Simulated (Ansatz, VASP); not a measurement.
## One calculation of Hf, two programs

```
Hf
1.0
     3.25939    0.00000    0.00000
    -1.62970    2.82272    0.00000
     0.00000    0.00000    5.15700
Hf
2
Cartesian
  0.0000 1.8818 1.2892
  1.6297 0.9409 3.8677
```

Change from the starting cell: volume scaled by 1.06.

Alike in both runs: task single point; functional PBEsol; k mesh 13 × 13 × 7; occupations fermi-dirac, width 0.05 eV; no spin polarisation.

```csv
,VASP,Ansatz
version,VASP 6.6.1,Ansatz 0.2.0
potentials or method,"VASP PAW PBE potentials, release 64 (Hf_pv), cutoff 520 eV","all-electron LAPW, scalar-relativistic"
```

|  | VASP | Ansatz | Ansatz less VASP |
| --- | --- | --- | --- |
| pressure (GPa) | -9.4 | -9.0 | +0.40 |
| traceless stress, the component that is largest in VASP (GPa) | -0.35 | -0.29 | +0.053 |

VASP's potentials were made for PBE, not for PBEsol. Ansatz ran all-electron here, and VASP with PAW potentials.

Spin-orbit coupling is off throughout.
